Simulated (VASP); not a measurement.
# WC4 (I4) in VASP: single point with PBE

Aim: the single point of WC4 with PBE.

Everything below comes from runs of VASP 6.6.1. Logs are shortened: lines on timing, memory, paths and dates and some standing lists are left out, and cuts for length are marked.

**1. The cell of the first run**

The typed cell holds 5 atoms: a = 4.034 Å, b = 4.034 Å, c = 4.034 Å, α = 112.89°, β = 112.89°, γ = 102.83°.

**2. Single point, PBE**

Contents of INCAR:

```
PREC = Accurate
ENCUT = 600
EDIFF = 1E-6
ISMEAR = 0
SIGMA = 0.2
LREAL = F
LASPH = T
NELM = 120
ALGO = Normal
ISIF = 2
LWAVE = F
LCHARG = T
GGA = PE
LELF = T
LVHAR = T
NBANDS = 23
GGA_COMPAT = F
```

Contents of KPOINTS:

```
regular mesh
0
Gamma
  4 4 4
```

Contents of POSCAR:

```
WC4
1.0
   -2.2295372394      2.2295372394      2.5158295707
    2.2295372394     -2.2295372394      2.5158295707
    2.2295372394      2.2295372394     -2.5158295707
W C
1 4
Direct
    0.8353094878      0.8353094878      0.0000000000
    0.4789642424      0.1926098369      0.5003269033
    0.6922829336      0.9786373392      0.4996730967
    0.1926098369      0.6922829336      0.7136455945
    0.9786373392      0.4789642424      0.2863544055
```

Potentials or basis: VASP PAW PBE potentials, release 64 (W_sv, C).

Run with:

```
> cat potpaw_PBE.64/W_sv/POTCAR potpaw_PBE.64/C/POTCAR > POTCAR
> mpirun -np 1 vasp_std > vasp.out
```

OUTCAR:

```text
PREC = Accurate
   ENCUT = 600
   EDIFF = 1E-6
   ISMEAR = 0
   LREAL = F
   LASPH = T
   NELM = 120
   ISIF = 2
   GGA = PE

 ion  position               nearest neighbor table
   1  0.835  0.835  0.000-   3 2.21   2 2.21   4 2.21   5 2.21   5 2.21   2 2.21   4 2.21   3 2.21

   2  0.479  0.193  0.500-   3 1.35   1 2.21   1 2.21
   3  0.692  0.979  0.500-   2 1.35   1 2.21   1 2.21
   4  0.193  0.692  0.714-   5 1.35   1 2.21   1 2.21
   5  0.979  0.479  0.286-   4 1.35   1 2.21   1 2.21

  LATTYP: Found a body centered tetragonal cell.
 ALAT       =     4.4590744788
 C/A-ratio  =     1.1284088582

  Lattice vectors:

 A1 = (  -2.2295372394,   2.2295372394,   2.5158295707)
 A2 = (   2.2295372394,  -2.2295372394,   2.5158295707)
 A3 = (   2.2295372394,   2.2295372394,  -2.5158295707)

Analysis of symmetry for initial positions (statically):
=====================================================================
 Subroutine PRICEL returns:
 Original cell was already a primitive cell.

 Routine SETGRP: Setting up the symmetry group for a
 body centered tetragonal supercell.

 Subroutine GETGRP returns: Found  4 space group operations
 (whereof  4 operations were pure point group operations)
 out of a pool of 16 trial point group operations.

The static configuration has the point symmetry     .

Analysis of symmetry for dynamics (positions and initial velocities):
=====================================================================
 Subroutine PRICEL returns:
 Original cell was already a primitive cell.

 Routine SETGRP: Setting up the symmetry group for a
 body centered tetragonal supercell.

 Subroutine GETGRP returns: Found  4 space group operations
 (whereof  4 operations were pure point group operations)
 out of a pool of 16 trial point group operations.

The dynamic configuration has the point symmetry     .

 Subroutine INISYM returns: Found  4 space group operations
 (whereof  4 operations are pure point group operations),
 and found     1 'primitive' translations

----------------------------------------------------------------------------------------

                                     Primitive cell

  volume of cell :      50.0231
[... 79 lines left out ...]
   LNONCOLLINEAR =      F non collinear calculations
   LSORBIT =      F    spin-orbit coupling
   LASPH  =      T    aspherical Exc in radial PAW
   ENCUT  =  600.0 eV  44.10 Ry    6.64 a.u.   8.06  8.06  8.06*2*pi/ulx,y,z
   NELM   =    120;   NELMIN=  2; NELMDL= -5     # of ELM steps
   EDIFF  = 0.1E-05   stopping-criterion for ELM
   LREAL  =      F    real-space projection
   EDIFFG = 0.1E-04   stopping-criterion for IOM
   NSW    =      0    number of steps for IOM
   IBRION =     -1    ionic relax: 0-MD 1-quasi-New 2-CG
   NFREE  =      0    steps in history (QN), initial steepest desc. (CG)
   ISIF   =      2    stress and relaxation
   ISYM   =      2    0-nonsym 1-usesym 2-fastsym
   POTIM  = 0.5000    time-step for ionic-motion
   TEBEG  =    0.0;   TEEND  =   0.0 temperature during run
   PSTRESS=    0.0 pullay stress
   NELECT =      30.0000    total number of electrons
   NUPDOWN=      -1.0000    fix difference up-down
   EMIN   =  10.00;   EMAX   =-10.00  energy-range for DOS
   EFERMI =   0.00;   METHOD = LEGACY
   ISMEAR =     0;   SIGMA  =   0.20  broadening in eV -4-tet -1-fermi 0-gaus
   EFERMI_NEDOS =   21; number of points for ismear=-14 and -15
   IALGO  =     38    algorithm
   IMIX   =      4    mixing-type and parameters
     AMIX     =   0.40;   BMIX     =  1.00
     AMIX_MAG =   1.60;   BMIX_MAG =  1.00
  volume/ion in A,a.u.               =      10.00        67.51
  Fermi-wavevector in a.u.,A,eV,Ry     =   1.380570  2.608899 25.932335  1.905973
  Thomas-Fermi vector in A             =   2.505435
   LORBIT       =      0    0 simple, 1 ext, 2 COOP (PROOUT), +10 PAW based schemes
   GGA     = PE    functional components
   LHFCALC =     F    Hartree Fock is set to
   AEXX    =    0.0000 exact exchange contribution
   IVDW    =     0    specifies the selected vdW correction
   LEPSILON=     F    determine dielectric tensor
   LRPA    =     F    only Hartree local field effects (RPA)
 non-spin polarized calculation
 Gauss-broadening in eV      SIGMA  =   0.20
  energy-cutoff  :      600.00
  volume of cell :       50.02
 maximum number of plane-waves:      1692
   NGX = 17   NGY = 17   NGZ = 17

 number of electron      30.0000002 magnetization

 Free energy of the ion-electron system (eV)
  ---------------------------------------------------
  ext. energy  EPLUGINS =         0.00000000
  ---------------------------------------------------
  free energy    TOTEN  =       -42.64585588 eV

  energy without entropy =      -42.63732339  energy(sigma->0) =      -42.64158963

 E-fermi :   6.8620     XC(G=0): -11.9246

 val. band max:        6.6460485547   @ k =   0.0000   0.0000   0.0000
 cond. band min:       7.0233772924   @ k =   0.2500   0.0000   0.0000
 fundamental gap:      0.3773287377
 Fermi energy:         6.8619998664

 k-point     1 :       0.0000    0.0000    0.0000
  band No.  band energies     occupation
      1     -67.3386      2.00000
      2     -31.5928      2.00000
      3     -31.5928      2.00000
      4     -31.4552      2.00000
      5      -9.7488      2.00000
      6      -5.9875      2.00000
[... 353 lines left out ...]
     22      13.0525      0.00000
     23      13.0525      0.00000

------------------------ aborting loop because EDIFF is reached ----------------------------------------

  FORCE on cell =-STRESS in cart. coord.  units (eV):
  Direction    XX          YY          ZZ          XY          YZ          ZX
  --------------------------------------------------------------------------------------
  -------------------------------------------------------------------------------------
  Total        0.2837168      0.2837168     -0.1101883      0.0000002      0.0000000      0.0000000
  in kB        9.0870944      9.0870944     -3.5291938      0.0000055      0.0000000      0.0000000
  external PRESSURE =       4.8816650 kB  Pullay stress =       0.0000000 kB

 VOLUME and BASIS-vectors are now :
 -----------------------------------------------------------------------------
  energy-cutoff  :      600.00
  volume of cell :       50.02
      direct lattice vectors                 reciprocal lattice vectors
    -2.229537239  2.229537239  2.515829571     0.000000000  0.224261785  0.198741602
     2.229537239 -2.229537239  2.515829571     0.224261785  0.000000000  0.198741602
     2.229537239  2.229537239 -2.515829571     0.224261785  0.224261785  0.000000000

 POSITION                                       TOTAL-FORCE (eV/Angst)
 -----------------------------------------------------------------------------------
      0.00000      0.00000      4.20299         0.000000     -0.000000      0.027997
      0.47706      1.75394      0.43083        -0.001110     -0.017680     -0.006999
      1.75248      0.47560      2.94666         0.001110      0.017680     -0.006999
      2.70514      0.47706      0.43083         0.017680     -0.001110     -0.006999
     -0.47560      1.75248      2.94666        -0.017680      0.001110     -0.006999
 -----------------------------------------------------------------------------------
    total drift:                                0.000000     -0.000000      0.000054

  FREE ENERGIE OF THE ION-ELECTRON SYSTEM (eV)
  ---------------------------------------------------
  free  energy   TOTEN  =       -42.6458558793 eV

  energy  without entropy=      -42.6373233857  energy(sigma->0) =      -42.64158963
```

OSZICAR:

```text
N       E                     dE             d eps       ncg     rms          rms(c)
DAV:   1     0.236135819869E+03    0.23614E+03   -0.17207E+04   652   0.149E+03
DAV:   2    -0.346510162658E+02   -0.27079E+03   -0.25621E+03   764   0.398E+02
DAV:   3    -0.481998545371E+02   -0.13549E+02   -0.13271E+02   812   0.811E+01
DAV:   4    -0.484084007630E+02   -0.20855E+00   -0.20848E+00   714   0.111E+01
DAV:   5    -0.484117276430E+02   -0.33269E-02   -0.33268E-02   791   0.142E+00    0.296E+01
DAV:   6    -0.436330943343E+02    0.47786E+01   -0.19181E+01   673   0.327E+01    0.761E+00
DAV:   7    -0.427983230638E+02    0.83477E+00   -0.50323E+00   644   0.154E+01    0.875E+00
DAV:   8    -0.426513521661E+02    0.14697E+00   -0.42744E-01   728   0.469E+00    0.136E+00
DAV:   9    -0.426465752241E+02    0.47769E-02   -0.48849E-02   693   0.144E+00    0.222E-01
DAV:  10    -0.426458757124E+02    0.69951E-03   -0.34504E-03   693   0.375E-01    0.183E-01
DAV:  11    -0.426458894962E+02   -0.13784E-04   -0.91191E-04   756   0.233E-01    0.998E-02
DAV:  12    -0.426458536719E+02    0.35824E-04   -0.13110E-04   672   0.956E-02    0.140E-02
DAV:  13    -0.426458559325E+02   -0.22607E-05   -0.57349E-06   763   0.161E-02    0.407E-03
DAV:  14    -0.426458558793E+02    0.53286E-07   -0.23473E-07   343   0.339E-03
   1 F= -.42645856E+02 E0= -.42641590E+02  d E =-.853249E-02
```

stdout:

```text
POSCAR found type information on POSCAR W C
 POSCAR found :  2 types and       5 ions
 scaLAPACK will be used
 LDA part: xc-table for (Slater+PW92), standard interpolation
 POSCAR, INCAR and KPOINTS ok, starting setup
 FFT: planning ... GRIDC
 FFT: planning ... GRID_SOFT
 FFT: planning ... GRID
 WAVECAR not read
 entering main loop
```

Wall time 10 s (1 thread of Intel Xeon Platinum 8559C (Emerald Rapids), shared host); peak memory 0.17 GiB.

What came out:

* Free energy: -42.6459 eV
* Pressure: 0.5 GPa
* Largest force: 0.028 eV/Å
* Band gap on the k mesh: zero (band 15 reaches 7.31 eV, above the bottom of band 16 at 7.02 eV)

Forces on the atoms (eV/Å):
```
W    0.000  0.000  0.028
C   -0.001 -0.018 -0.007
C    0.001  0.018 -0.007
C    0.018 -0.001 -0.007
C   -0.018  0.001 -0.007
```

Caveat: the k points lie up to 0.50 Å⁻¹ apart; spin-orbit coupling is left out, which moves the levels of the heavy elements.
